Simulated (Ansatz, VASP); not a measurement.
## GaMo: VASP beside Ansatz

```
Ga Mo
1.0
    -1.81247    1.81247    2.56348
     1.81247   -1.81247    2.56348
     1.81247    1.81247   -2.56348
Ga Mo
1 1
Direct
  0.50000 0.50000 0.00000
  0.00000 0.00000 0.00000
```

Alike in both runs: functional PBE; k mesh 7 × 7 × 7; occupations gaussian, width 0.2 eV; no spin polarisation.

Ansatz relaxed the structure, and its values are those at the end. VASP's run is a single point on that final structure, the one shown.

```csv
,VASP,Ansatz
version,VASP 6.6.1,Ansatz 0.2.0
potentials or method,"VASP PAW PBE potentials, release 64 (Ga_d, Mo_sv), cutoff 520 eV","scalar-relativistic, plane waves, PAW"
valence electrons in the cell,27,27
```

Ansatz gave:

```
gap on the k mesh at the Fermi level (eV) : none
pressure (GPa)                            : -0.1
```

Question: Estimate VASP's values.

Answer: gap on the k mesh at the Fermi level (eV): none; pressure (GPa): 0.4.

A gap of «none» marks a metal or a gap that the smearing closes.
